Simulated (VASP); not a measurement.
Input of a VASP 6.6.1 run:

INCAR

```
  PREC = Accurate
  ENCUT = 520
  EDIFF = 1E-6
  ISMEAR = -1
  SIGMA = 0.05
  LREAL = F
  LASPH = T
  NELM = 60
  ALGO = Normal
  ISIF = 2
  LWAVE = F
  LCHARG = T
  GGA = PE
  LELF = T
  LVHAR = T
  NBANDS = 24
```

KPOINTS

```
regular mesh
0
Gamma
  8 8 11
```

POSCAR

```
Ag
1.0
    4.7278906740      0.0000000000      0.0000000000
   -2.3639453370      4.0944734300      0.0000000000
    0.0000000000      0.0000000000      2.8276034994
Ag
3
Direct
    0.0000000000      0.0000000000      0.0000000000
    0.3333333333      0.6666666667      0.5000000000
    0.6666666667      0.3333333333      0.5000000000
```

Potentials or basis: VASP PAW PBE potentials, release 64 (Ag).

Launch:

```bash
$ cat potpaw_PBE.64/Ag/POTCAR > POTCAR
$ mpirun -np 1 vasp_std > vasp.out
```

**Question.** Estimate the pressure.

**Answer.** -0.1 GPa.
